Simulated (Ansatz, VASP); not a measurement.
## One calculation of LiNbO3, two programs

The input INCAR:

```
ALGO     = Normal         # electronic algorithm
EDIFF    = 1E-6           # SCF threshold, eV
ENCUT    = 520            # plane-wave cutoff, eV
GGA      = PE             # functional
ISIF     = 2              # what is computed and relaxed
ISMEAR   = 0              # smearing method
LASPH    = T              # aspherical terms in the spheres
LCHARG   = F              # write CHGCAR
LREAL    = F              # projectors in reciprocal space
LWAVE    = F              # write WAVECAR
NBANDS   = 45             # bands
NELM     = 80             # most SCF steps
PREC     = Accurate       # precision mode
SIGMA    = 0.05           # smearing width, eV
```

KPOINTS

```
k-points
0
Gamma
  6 6 6
```

The input POSCAR:

```
LiNbO3
1.0
    2.7391116143      1.5814268279      4.1800669308
   -2.7391116143      1.5814268279      4.1800669308
    0.0000000000     -3.1628536556      4.1800669309
Li Nb O
2 2 6
Direct
    0.2500000000      0.2500000000      0.2500000000
    0.7500000000      0.7500000000      0.7500000000
    0.0000000000      0.0000000000      0.0000000000
    0.5000000000      0.5000000000      0.5000000000
    0.1207624291      0.3792375709      0.7500000000
    0.7500000000      0.1207624291      0.3792375709
    0.3792375709      0.7500000000      0.1207624291
    0.8792375709      0.6207624291      0.2500000000
    0.2500000000      0.8792375709      0.6207624291
    0.6207624291      0.2500000000      0.8792375709
```

Input for Ansatz:

```yaml
crystal:
  lattice:
    - [2.7391116143, 1.5814268279, 4.1800669308]
    - [-2.7391116143, 1.5814268279, 4.1800669308]
    - [0.0, -3.1628536556, 4.1800669309]
  atoms:
    - { symbol: Li, position: [0.25, 0.25, 0.25] }
    - { symbol: Li, position: [0.75, 0.75, 0.75] }
    - { symbol: Nb, position: [0.0, 0.0, 0.0] }
    - { symbol: Nb, position: [0.5, 0.5, 0.5] }
    - { symbol: O, position: [0.1207624291, 0.3792375709, 0.75] }
    - { symbol: O, position: [0.75, 0.1207624291, 0.3792375709] }
    - { symbol: O, position: [0.3792375709, 0.75, 0.1207624291] }
    - { symbol: O, position: [0.8792375709, 0.6207624291, 0.25] }
    - { symbol: O, position: [0.25, 0.8792375709, 0.6207624291] }
    - { symbol: O, position: [0.6207624291, 0.25, 0.8792375709] }
basis:
  ecutwfc: 520.0
kpoints:
  mp_grid: { grid: [6, 6, 6] }
hamiltonian:
  xc: pbe
  pseudopotentials: { kind: paw, azcp: { folder: soft_1 } }
scf:
  occupations: { method: gaussian, width: 0.05 }
output:
  forces: true
  stress: true
  eigenvalues: true
```

Alike in both runs: task single point; functional PBE; k mesh 6 × 6 × 6; occupations gaussian, width 0.05 eV; no spin polarisation.

```csv
,VASP,Ansatz
version,VASP 6.6.1,Ansatz 0.2.0
potentials or method,"VASP PAW PBE potentials, release 64 (Li_sv, Nb_sv, O), cutoff 520 eV","scalar-relativistic, plane waves, PAW"
valence electrons in the cell,68,68
```

|  | VASP | Ansatz | Ansatz less VASP |
| --- | --- | --- | --- |
| gap on the k mesh at the Fermi level (eV) | 1.81 | 1.83 | +0.015 |
| least direct gap on the mesh (eV) | 1.81 | 1.83 | +0.015 |
| rms of the force components (eV/Å) | 0.314 | 0.307 | -0.0072 |

Atom by atom the forces differ by 0.007 eV/Å (rms over components).

Noted on VASP's run: the cutoff is short for stress, so the pressure is rough.
